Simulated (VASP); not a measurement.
# WS2 (P6_3/mmc) in VASP: further runs

The runs below take WS2 through single point, with PBEsol.

Everything below comes from runs of VASP 6.6.1. Logs are shortened: lines on timing, memory, paths and dates and some standing lists are left out, and cuts for length are marked.

### 1 The cell of the first run

The structure is hexagonal, space group P6_3/mmc (No. 194). Conventional cell: a = 3.060 Å, b = 3.060 Å, c = 12.349 Å, α = 90.00°, β = 90.00°, γ = 120.00°. Within 3.1 Å of W (site symmetry -6m2) lie 6 S at 2.33 Å and 6 W at 3.06 Å. S (site symmetry 3m) has 3 W at 2.33 Å and 7 S at 3.05 to 3.06 Å within 3.1 Å.

### 2 Single point, PBEsol

The input, INCAR:

```
PREC = Accurate
ENCUT = 520
EDIFF = 1E-6
ISMEAR = 0
SIGMA = 0.05
LREAL = F
LASPH = T
NELM = 80
ALGO = Normal
ISIF = 2
LWAVE = F
LCHARG = T
GGA = PS
LELF = T
LVHAR = T
NBANDS = 35
```

The input, KPOINTS:

```
regular mesh
0
Gamma
  12 12 2
```

The input, POSCAR:

```
WS2
1.0
    3.0599748907      0.0000000000      0.0000000000
   -1.5299874454      2.6500159903      0.0000000000
    0.0000000000      0.0000000000     12.3485284809
W S
2 4
Direct
    0.3333333333      0.6666666667      0.2500000000
    0.6666666667      0.3333333333      0.7500000000
    0.3333333333      0.6666666667      0.6265487320
    0.6666666667      0.3333333333      0.1265487320
    0.3333333333      0.6666666667      0.8734512680
    0.6666666667      0.3333333333      0.3734512680
```

Potentials or basis: VASP PAW PBE potentials, release 64 (W_sv, S).

Run with:

```
$ cat potpaw_PBE.64/W_sv/POTCAR potpaw_PBE.64/S/POTCAR > POTCAR
$ mpirun -np 1 vasp_std > vasp.out
```

OUTCAR:

```text
PREC = Accurate
   ENCUT = 520
   EDIFF = 1E-6
   ISMEAR = 0
   LREAL = F
   LASPH = T
   NELM = 80
   ISIF = 2
   GGA = PS

 ion  position               nearest neighbor table
   1  0.333  0.667  0.250-   4 2.33   6 2.33   4 2.33   6 2.33   4 2.33   6 2.33
   2  0.667  0.333  0.750-   3 2.33   5 2.33   3 2.33   5 2.33   3 2.33   5 2.33
   3  0.333  0.667  0.627-   2 2.33   2 2.33   2 2.33
   4  0.667  0.333  0.127-   1 2.33   1 2.33   1 2.33
   5  0.333  0.667  0.873-   2 2.33   2 2.33   2 2.33
   6  0.667  0.333  0.373-   1 2.33   1 2.33   1 2.33

  LATTYP: Found a hexagonal cell.
 ALAT       =     3.0599748907
 C/A-ratio  =     4.0354999377

  Lattice vectors:

 A1 = (   3.0599748907,   0.0000000000,   0.0000000000)
 A2 = (  -1.5299874454,   2.6500159903,   0.0000000000)
 A3 = (   0.0000000000,   0.0000000000,  12.3485284809)

Analysis of symmetry for initial positions (statically):
=====================================================================
 Subroutine PRICEL returns:
 Original cell was already a primitive cell.

 Routine SETGRP: Setting up the symmetry group for a
 hexagonal supercell.

 Subroutine GETGRP returns: Found 24 space group operations
 (whereof 12 operations were pure point group operations)
 out of a pool of 24 trial point group operations.

The static configuration has the point symmetry D_3d.
 The point group associated with its full space group is D_6h.

Analysis of symmetry for dynamics (positions and initial velocities):
=====================================================================
 Subroutine PRICEL returns:
 Original cell was already a primitive cell.

 Routine SETGRP: Setting up the symmetry group for a
 hexagonal supercell.

 Subroutine GETGRP returns: Found 24 space group operations
 (whereof 12 operations were pure point group operations)
 out of a pool of 24 trial point group operations.

The dynamic configuration has the point symmetry D_3d.
 The point group associated with its full space group is D_6h.

 Subroutine INISYM returns: Found 24 space group operations
 (whereof 12 operations are pure point group operations),
 and found     1 'primitive' translations

----------------------------------------------------------------------------------------

                                     Primitive cell

  volume of cell :     100.1340

  direct lattice vectors                    reciprocal lattice vectors
     3.059974891  0.000000000  0.000000000     0.326800067  0.188678107  0.000000000
    -1.529987445  2.650015990  0.000000000     0.000000000  0.377356214  0.000000000
     0.000000000  0.000000000 12.348528481     0.000000000  0.000000000  0.080981309

  length of vectors
     3.059974891  3.059974891 12.348528481     0.377356214  0.377356214  0.080981309

  position of ions in fractional coordinates (direct lattice)
     0.333333333  0.666666667  0.250000000
     0.666666667  0.333333333  0.750000000
     0.333333333  0.666666667  0.626548732
     0.666666667  0.333333333  0.126548732
     0.333333333  0.666666667  0.873451268
     0.666666667  0.333333333  0.373451268

  ion indices of the primitive-cell ions
   primitive index   ion index
                 1           1
                 2           2
                 3           3
                 4           4
                 5           5
                 6           6

----------------------------------------------------------------------------------------

 KPOINTS: regular mesh

Automatic generation of k-mesh.
 Grid dimensions read from file:
 generate k-points for:   12   12    2

 Generating k-lattice:

  Cartesian coordinates                     Fractional coordinates (reciprocal lattice)
     0.027233339  0.015723176  0.000000000     0.083333333 -0.000000000  0.000000000
     0.000000000  0.031446351  0.000000000     0.000000000  0.083333333  0.000000000
     0.000000000  0.000000000  0.040490654     0.000000000  0.000000000  0.500000000

  Length of vectors
     0.031446351  0.031446351  0.040490654

  Shift w.r.t. Gamma in fractional coordinates (k-lattice)
     0.000000000  0.000000000  0.000000000

 Subroutine IBZKPT returns following result:
 ===========================================

 Found     38 irreducible k-points:

 Following reciprocal coordinates:
            Coordinates               Weight
  0.000000  0.000000  0.000000      1.000000
  0.083333  0.000000  0.000000      6.000000
  0.166667  0.000000  0.000000      6.000000
  0.250000 -0.000000  0.000000      6.000000
  0.333333 -0.000000  0.000000      6.000000
  0.416667  0.000000  0.000000      6.000000
[... 16 lines left out ...]
  0.250000 -0.000000  0.500000      6.000000
  0.333333 -0.000000  0.500000      6.000000
 [... further k-points ...]
   k-points           NKPTS =     38   k-points in BZ     NKDIM =     38   number of bands    NBANDS=     35
   number of dos      NEDOS =    301   number of ions     NIONS =      6
   total plane-waves  NPLWV =  55296
   dimension x,y,z NGX =    24 NGY =   24 NGZ =   96
   dimension x,y,z NGXF=    48 NGYF=   48 NGZF=  192
   ions per type =               2   4
   NGX,Y,Z   is equivalent  to a cutoff of  13.04, 13.04, 12.92 a.u.
   NGXF,Y,Z  is equivalent  to a cutoff of  26.08, 26.08, 25.85 a.u.
 SYSTEM =  unknown system
   PREC   = accura    normal or accurate (medium, high low for compatibility)
   ISTART =      0    job   : 0-new  1-cont  2-samecut
   ICHARG =      2    charge: 1-file 2-atom 10-const
   ISPIN  =      1    spin polarized calculation?
   LNONCOLLINEAR =      F non collinear calculations
   LSORBIT =      F    spin-orbit coupling
   LASPH  =      T    aspherical Exc in radial PAW
   ENCUT  =  520.0 eV  38.22 Ry    6.18 a.u.   5.69  5.69 22.96*2*pi/ulx,y,z
   NELM   =     80;   NELMIN=  2; NELMDL= -5     # of ELM steps
   EDIFF  = 0.1E-05   stopping-criterion for ELM
   LREAL  =      F    real-space projection
   EDIFFG = 0.1E-04   stopping-criterion for IOM
   NSW    =      0    number of steps for IOM
   IBRION =     -1    ionic relax: 0-MD 1-quasi-New 2-CG
   NFREE  =      0    steps in history (QN), initial steepest desc. (CG)
   ISIF   =      2    stress and relaxation
   ISYM   =      2    0-nonsym 1-usesym 2-fastsym
   POTIM  = 0.5000    time-step for ionic-motion
   TEBEG  =    0.0;   TEEND  =   0.0 temperature during run
   PSTRESS=    0.0 pullay stress
   NELECT =      52.0000    total number of electrons
   NUPDOWN=      -1.0000    fix difference up-down
   EMIN   =  10.00;   EMAX   =-10.00  energy-range for DOS
   EFERMI =   0.00;   METHOD = LEGACY
   ISMEAR =     0;   SIGMA  =   0.05  broadening in eV -4-tet -1-fermi 0-gaus
   EFERMI_NEDOS =   21; number of points for ismear=-14 and -15
   IALGO  =     38    algorithm
   IMIX   =      4    mixing-type and parameters
     AMIX     =   0.40;   BMIX     =  1.00
     AMIX_MAG =   1.60;   BMIX_MAG =  1.00
  volume/ion in A,a.u.               =      16.69       112.62
  Fermi-wavevector in a.u.,A,eV,Ry     =   1.315877  2.486648 23.558941  1.731533
  Thomas-Fermi vector in A             =   2.446029
   LORBIT       =      0    0 simple, 1 ext, 2 COOP (PROOUT), +10 PAW based schemes
   GGA     = PS    functional components
   LHFCALC =     F    Hartree Fock is set to
   AEXX    =    0.0000 exact exchange contribution
   IVDW    =     0    specifies the selected vdW correction
   LEPSILON=     F    determine dielectric tensor
   LRPA    =     F    only Hartree local field effects (RPA)
 non-spin polarized calculation
 Gauss-broadening in eV      SIGMA  =   0.05
  energy-cutoff  :      520.00
  volume of cell :      100.13
 maximum number of plane-waves:      2712
 NGX is ok and might be reduce to    24
   NGX = 11   NGY = 11   NGZ = 45

 number of electron      52.0000010 magnetization

 Free energy of the ion-electron system (eV)
  ---------------------------------------------------
  ext. energy  EPLUGINS =         0.00000000
  ---------------------------------------------------
  free energy    TOTEN  =       -50.12548278 eV

  energy without entropy =      -50.12548278  energy(sigma->0) =      -50.12548278

 E-fermi :   8.3394     XC(G=0): -11.3550

 val. band max:        8.0834862830   @ k =   0.0000   0.0000   0.0000
 cond. band min:       9.1320088131   @ k =   0.1667   0.1667   0.0000
 fundamental gap:      1.0485225301
 Fermi energy:         8.3393681157

 k-point     1 :       0.0000    0.0000    0.0000
  band No.  band energies     occupation
      1     -66.2560      2.00000
      2     -66.2559      2.00000
      3     -30.6568      2.00000
      4     -30.6567      2.00000
      5     -30.3608      2.00000
      6     -30.3608      2.00000
[... 27 lines left out ...]
     34      11.0698      0.00000
     35      13.3186      0.00000

 k-point     2 :       0.0833    0.0000    0.0000
  band No.  band energies     occupation
      1     -66.2539      2.00000
      2     -66.2539      2.00000
      3     -30.6499      2.00000
      4     -30.6498      2.00000
      5     -30.3974      2.00000
      6     -30.3974      2.00000
[... 27 lines left out ...]
     34      10.9667      0.00000
     35      13.9361      0.00000

 k-point     3 :       0.1667    0.0000    0.0000
  band No.  band energies     occupation
      1     -66.2483      2.00000
      2     -66.2483      2.00000
      3     -30.6311      2.00000
      4     -30.6311      2.00000
      5     -30.4963      2.00000
      6     -30.4963      2.00000
[... 27 lines left out ...]
     34      11.5916      0.00000
     35      15.1346      0.00000

 k-point     4 :       0.2500   -0.0000    0.0000
  band No.  band energies     occupation
      1     -66.2407      2.00000
      2     -66.2406      2.00000
      3     -30.6289      2.00000
      4     -30.6289      2.00000
      5     -30.6053      2.00000
      6     -30.6053      2.00000
[... 27 lines left out ...]
     34      12.2394      0.00000
     35      15.2695      0.00000

 k-point     5 :       0.3333   -0.0000    0.0000
  band No.  band energies     occupation
      1     -66.2330      2.00000
      2     -66.2330      2.00000
      3     -30.7587      2.00000
      4     -30.7587      2.00000
      5     -30.5795      2.00000
      6     -30.5794      2.00000
[... 638 lines left out ...]
 k-point    22 :       0.1667    0.0000    0.5000
  band No.  band energies     occupation
      1     -66.2483      2.00000
      2     -66.2483      2.00000
      3     -30.6311      2.00000
      4     -30.6311      2.00000
      5     -30.4963      2.00000
      6     -30.4963      2.00000
[... 27 lines left out ...]
     34      11.5420      0.00000
     35      15.2263      0.00000

 k-point    23 :       0.2500   -0.0000    0.5000
  band No.  band energies     occupation
      1     -66.2406      2.00000
      2     -66.2406      2.00000
      3     -30.6289      2.00000
      4     -30.6289      2.00000
      5     -30.6053      2.00000
      6     -30.6053      2.00000
[... 27 lines left out ...]
     34      12.1338      0.00000
     35      15.0888      0.00000

 k-point    24 :       0.3333   -0.0000    0.5000
  band No.  band energies     occupation
      1     -66.2330      2.00000
      2     -66.2330      2.00000
      3     -30.7587      2.00000
      4     -30.7587      2.00000
      5     -30.5794      2.00000
      6     -30.5794      2.00000
[... 27 lines left out ...]
     34      12.5361      0.00000
     35      14.2922      0.00000

 [... further k-points ...]
[... 5 lines left out ...]
  --------------------------------------------------------------------------------------
  -------------------------------------------------------------------------------------
  Total       10.1514440     10.1514440     10.9669698     -0.0000000      0.0000000      0.0000000
  in kB      162.4264829    162.4264829    175.4751678     -0.0000000      0.0000000      0.0000000
  external PRESSURE =     166.7760446 kB  Pullay stress =       0.0000000 kB

 VOLUME and BASIS-vectors are now :
 -----------------------------------------------------------------------------
  energy-cutoff  :      520.00
  volume of cell :      100.13
      direct lattice vectors                 reciprocal lattice vectors
     3.059974891  0.000000000  0.000000000     0.326800067  0.188678107  0.000000000
    -1.529987445  2.650015990  0.000000000     0.000000000  0.377356214  0.000000000
     0.000000000  0.000000000 12.348528481     0.000000000  0.000000000  0.080981309

 POSITION                                       TOTAL-FORCE (eV/Angst)
 -----------------------------------------------------------------------------------
     -0.00000      1.76668      3.08713         0.000000     -0.000000      0.000000
      1.52999      0.88334      9.26140        -0.000000      0.000000      0.000000
     -0.00000      1.76668      7.73695         0.000000      0.000000     -1.738208
      1.52999      0.88334      1.56269        -0.000000     -0.000000     -1.738208
     -0.00000      1.76668     10.78584         0.000000      0.000000      1.738208
      1.52999      0.88334      4.61157        -0.000000      0.000000      1.738208
 -----------------------------------------------------------------------------------
    total drift:                               -0.000000      0.000000     -0.000000

  FREE ENERGIE OF THE ION-ELECTRON SYSTEM (eV)
  ---------------------------------------------------
  free  energy   TOTEN  =       -50.1254827775 eV

  energy  without entropy=      -50.1254827775  energy(sigma->0) =      -50.12548278
```

Wall time 2.8 min (1 thread of Intel Xeon 8259CL, shared host); peak memory 0.28 GiB.

Results:

* Free energy: -50.1255 eV
* Pressure: 16.7 GPa
* Largest force: 1.738 eV/Å
* Band gap on the k mesh: 1.05 eV, indirect (least direct gap 2.07 eV)

Forces on the atoms (eV/Å):
```
W    0.000  0.000  0.000
W    0.000  0.000  0.000
S    0.000  0.000 -1.738
S    0.000  0.000 -1.738
S    0.000  0.000  1.738
S    0.000  0.000  1.738
```

Caveat: the PAW data sets were made with another functional, which shifts forces and pressure a little; spin-orbit coupling is left out, which moves the levels of the heavy elements; this functional lacks dispersion, which binds the layers, so the pressure and a relaxed spacing across them are unreliable.

### 3 Single point, PBEsol

This run uses another cell than the first one, of 17.17 Å³/atom, 1.029 times its volume.

The input, INCAR:

```
SYSTEM = WS2
ALGO = Normal
EDIFF = 1E-6
ENCUT = 520
GGA = PS
ISIF = 2
ISMEAR = 0
LASPH = .TRUE.
LCHARG = .FALSE.
LREAL = .FALSE.
LWAVE = .FALSE.
NBANDS = 35
NELM = 80
PREC = Accurate
SIGMA = 0.05
```

The input, KPOINTS:

```
k-points
0
G
  12 12 2
  0 0 0
```

The input, POSCAR:

```
WS2
1.0
    3.0892743692      0.0000000000      0.0000000000
   -1.5446371846      2.6753900830      0.0000000000
    0.0000000000      0.0000000000     12.4667665245
W S
2 4
Direct
    0.3333333333      0.6666666667      0.2500000000
    0.6666666667      0.3333333333      0.7500000000
    0.3333333333      0.6666666667      0.6199879487
    0.6666666667      0.3333333333      0.1199879487
    0.3333333333      0.6666666667      0.8800120513
    0.6666666667      0.3333333333      0.3800120513
```

Potentials or basis: VASP PAW PBE potentials, release 64 (W_sv, S).

Run with:

```
$ cat potpaw_PBE.64/W_sv/POTCAR potpaw_PBE.64/S/POTCAR > POTCAR
$ mpirun -np 1 vasp_std > vasp.out
```

Wall time 2.5 min (1 thread of Intel Xeon 8259CL, shared host); peak memory 0.28 GiB.

Results (log left out):

* Free energy: -50.4363 eV
* Pressure: 0.6 GPa
* Largest force: 0.643 eV/Å
* Band gap on the k mesh: 1.01 eV, indirect (least direct gap 2.19 eV)

Forces on the atoms (eV/Å):
```
W    0.000  0.000  0.000
W    0.000  0.000  0.000
S    0.000  0.000  0.643
S    0.000  0.000  0.643
S    0.000  0.000 -0.643
S    0.000  0.000 -0.643
```

Stress tensor (GPa, compression positive):
```
 3.69  0.00  0.00
 0.00  3.69  0.00
 0.00  0.00 -5.53
```

Levels at points of the mesh, in eV from the valence-band top:
```csv
k point,band 22,band 23,band 24,band 25,band 26,band 27,band 28,band 29,band 30,band 31
"(0.00, 0.00, 0.00)",-1.55,-1.55,-1.47,-1.39,0.00,2.70,2.70,2.77,2.77,2.79
"(0.50, 0.00, 0.00)",-2.71,-1.48,-1.40,-1.35,-1.17,2.83,2.97,3.01,3.30,3.35
"(0.00, 0.00, 0.50)",-1.58,-1.58,-1.58,-0.35,-0.35,2.74,2.74,2.74,2.74,2.83
"(0.50, 0.00, 0.50)",-2.85,-1.40,-1.40,-1.29,-1.29,2.99,2.99,3.11,3.11,3.65
```

Caveat: the PAW data sets were made with another functional, which shifts forces and pressure a little; spin-orbit coupling is left out, which moves the levels of the heavy elements; this functional lacks dispersion, which binds the layers, so the pressure and a relaxed spacing across them are unreliable. A k mesh can miss the band edges.

(Continued in part 2 of 2.)
